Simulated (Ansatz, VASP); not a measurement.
**Sn in VASP and in Ansatz**

```
Sn
1.0
    -1.97044    1.97044    1.81887
     1.97044   -1.97044    1.81887
     1.97044    1.97044   -1.81887
Sn
1
Cartesian
  0.0000 0.0000 0.0000
```

Change from the starting cell: strain +0.040 along x and y, -0.040 along z, atoms carried along.

Alike in both runs: task single point; functional PBEsol; k mesh 18 × 18 × 18; occupations gaussian, width 0.15 eV; no spin polarisation.

|  | VASP | Ansatz |
| --- | --- | --- |
| version | VASP 6.6.1 | Ansatz 0.2.0 |
| potentials or method | VASP PAW PBE potentials, release 64 (Sn_d), cutoff 520 eV | scalar-relativistic, plane waves, PAW |
| valence electrons in the cell | 14 | 14 |

Ansatz gave:

- gap on the k mesh at the Fermi level (eV): none
- pressure (GPa): -3.5
- traceless stress, the component that is largest in VASP (GPa): -0.60

Task: What did VASP give for the same quantities?

Result: gap on the k mesh at the Fermi level (eV): none; pressure (GPa): -3.6; traceless stress, the component that is largest in VASP (GPa): -0.60.

VASP's potentials were made for PBE, not for PBEsol. A gap of «none» marks a metal or a gap that the smearing closes. The functional is the same, so the differences come from potentials, cutoffs and numerics.
